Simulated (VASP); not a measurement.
A run of VASP 6.6.1 is set up as follows.

Contents of INCAR:

```
SYSTEM = PbO2
PREC     = Accurate       ! precision mode
ENCUT    = 600            ! plane-wave cutoff, eV
EDIFF    = 1E-6           ! SCF threshold, eV
ISMEAR   = 0              ! smearing method
SIGMA    = 0.1            ! smearing width, eV
LREAL    = .False.        ! projectors in reciprocal space
LASPH    = .True.         ! aspherical terms in the spheres
NELM     = 120            ! most SCF steps
ALGO     = Normal         ! electronic algorithm
ISIF     = 2              ! what is computed and relaxed
LWAVE    = .False.        ! write WAVECAR
LCHARG   = .False.        ! write CHGCAR
GGA      = B5             ! functional
ALDAX    = 1.0          
AGGAX    = 1.0          
AGGAC    = 1.0          
ALDAC    = 0.0          
NBANDS   = 20             ! bands
GGA_COMPAT= .False.
```

KPOINTS

```
regular mesh
0
Gamma
  3 3 3
  0 0 0
```

Contents of POSCAR:

```
PbO2
1.0
    0.0000000000      2.7019920000      2.7019920000
    2.7019920000      0.0000000000      2.7019920000
    2.7019920000      2.7019920000      0.0000000000
Pb O
1 2
Direct
    0.0000000000      0.0000000000      0.0000000000
    0.2500000000      0.2500000000      0.2500000000
    0.7500000000      0.7500000000      0.7500000000
```

Potentials or basis: VASP PAW PBE potentials, release 64 (Pb_d, O).

The run is started by

```console
$ cat potpaw_PBE.64/Pb_d/POTCAR potpaw_PBE.64/O/POTCAR > POTCAR
$ mpirun -np 1 vasp_std > vasp.out
```

Question: Predict the pressure.

Answer: 6.9 GPa.

Question: Estimate the band gap on the k mesh.

Answer: Zero (bands 13 and 14 overlap by 0.92 eV).

Caveat: the k points lie up to 0.67 Å⁻¹ apart, too coarse for converged energies and pressures of a metal; the PAW data sets were made with another functional, which shifts forces and pressure a little; spin-orbit coupling is left out, which moves the levels of the heavy elements.
